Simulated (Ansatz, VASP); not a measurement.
**One calculation of BaZrO3, two programs**

The input INCAR:

```
  PREC = Accurate
  ENCUT = 520
  EDIFF = 1E-6
  ISMEAR = 0
  SIGMA = 0.01
  LREAL = F
  LASPH = T
  NELM = 100
  ALGO = Normal
  ISIF = 2
  LWAVE = F
  LCHARG = T
  GGA = PE
  LELF = T
  LVHAR = T
  NBANDS = 28
```

KPOINTS

```
regular mesh
0
Gamma
  6 6 6
```

POSCAR

```
BaZrO3
1.0
    4.0466942773      0.0000000000      0.0000000000
    0.0000000000      4.0466942773      0.0000000000
    0.0000000000      0.0000000000      4.0466942773
Ba Zr O
1 1 3
Direct
    0.0000000000      0.0000000000      0.0000000000
    0.5000000000      0.5000000000      0.5000000000
    0.0000000000      0.5000000000      0.5000000000
    0.5000000000      0.0000000000      0.5000000000
    0.5000000000      0.5000000000      0.0000000000
```

Input for Ansatz:

```yaml
crystal:
  lattice:
    - [4.046694277272961, 0.0, 0.0]
    - [0.0, 4.046694277272961, 0.0]
    - [0.0, 0.0, 4.046694277272961]
  atoms:
    - { symbol: Ba, position: [0.0, 0.0, 0.0] }
    - { symbol: Zr, position: [0.5, 0.5, 0.5] }
    - { symbol: O, position: [0.0, 0.5, 0.5] }
    - { symbol: O, position: [0.5, 0.0, 0.5] }
    - { symbol: O, position: [0.5, 0.5, 0.0] }
basis:
  ecutwfc: 571.4391111657479
kpoints:
  mp_grid:
    grid: [6, 6, 6]
hamiltonian:
  xc: pbe
scf:
  occupations:
    method: fixed
output:
  stress: true
```

Alike in both runs: task single point; functional PBE; k mesh 6 × 6 × 6; no spin polarisation.

|  | VASP | Ansatz |
| --- | --- | --- |
| version | VASP 6.6.1 | Ansatz 0.2.0 |
| potentials or method | VASP PAW PBE potentials, release 64 (Ba_sv, Zr_sv, O), cutoff 520 eV | plane waves, PAW |
| occupations | gaussian, width 0.01 eV | fixed |
| valence electrons in the cell | 40 | 40 |

VASP gave:

```
pressure (GPa) : 27.8
```

Q: What did Ansatz give for the same quantities?

A: Pressure (GPa): 26.1.

Neither program's run includes spin-orbit coupling.
